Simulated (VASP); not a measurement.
Crystal: Al2Cl.

```
CELL_PARAMETERS angstrom
0.00000 3.13484 3.13484
3.13484 0.00000 3.13484
3.13484 3.13484 0.00000
ATOMIC_POSITIONS crystal
Al 0.25000 0.25000 0.25000
Al 0.75000 0.75000 0.75000
Cl 0.50000 0.50000 0.50000
```

| Item | Value |
| --- | --- |
| Program | VASP 6.6.1 |
| Task | relaxation of cell and atoms |
| Functional | PBE |
| Potentials or basis | VASP PAW PBE potentials, release 64 (Al, Cl) |
| Cutoff | 600 eV |
| k mesh | 6 × 6 × 6 |
| Occupations | gaussian, width 0.1 eV |
| Spin | no spin polarisation |

At the start: pressure 11.3 GPa; volume 20.54 Å³/atom.

Problem. Where does the relaxation end?

Solution. Over 4 steps the energy falls by 209.8 meV/atom and the volume is 28.05 Å³/atom (+36.6 %); space group Fm-3m (No. 225, to 0.05 Å).

Step by step:
| step | energy change (eV) | largest force (eV/Å) | pressure (GPa) | volume (Å³) |
| --- | --- | --- | --- | --- |
| 1 | 0.0000 | 0.0000 | 11.28 | 61.61 |
| 2 | -0.5637 | 0.0000 | 2.76 | 75.43 |
| 3 | -0.6212 | 0.0000 | -0.76 | 87.08 |
| 4 | -0.6294 | 0.0000 | -0.11 | 84.16 |

Final structure:
```cif
data_structure
_symmetry_space_group_name_H-M 'P 1'
_symmetry_Int_Tables_number 1
_cell_length_a 4.9190
_cell_length_b 4.9190
_cell_length_c 4.9190
_cell_angle_alpha 60.000
_cell_angle_beta 60.000
_cell_angle_gamma 60.000
_cell_volume 84.16
loop_
_atom_site_label
_atom_site_type_symbol
_atom_site_fract_x
_atom_site_fract_y
_atom_site_fract_z
_atom_site_occupancy
Al1 Al 0.25000 0.25000 0.25000 1
Al2 Al 0.75000 0.75000 0.75000 1
Cl1 Cl 0.50000 0.50000 0.50000 1
```

Caveat: the volume moved by over 15 % at a fixed basis, so the end points are rough; an odd number of electrons without spin polarisation forces a metal; a magnetic or distorted state may lie lower.
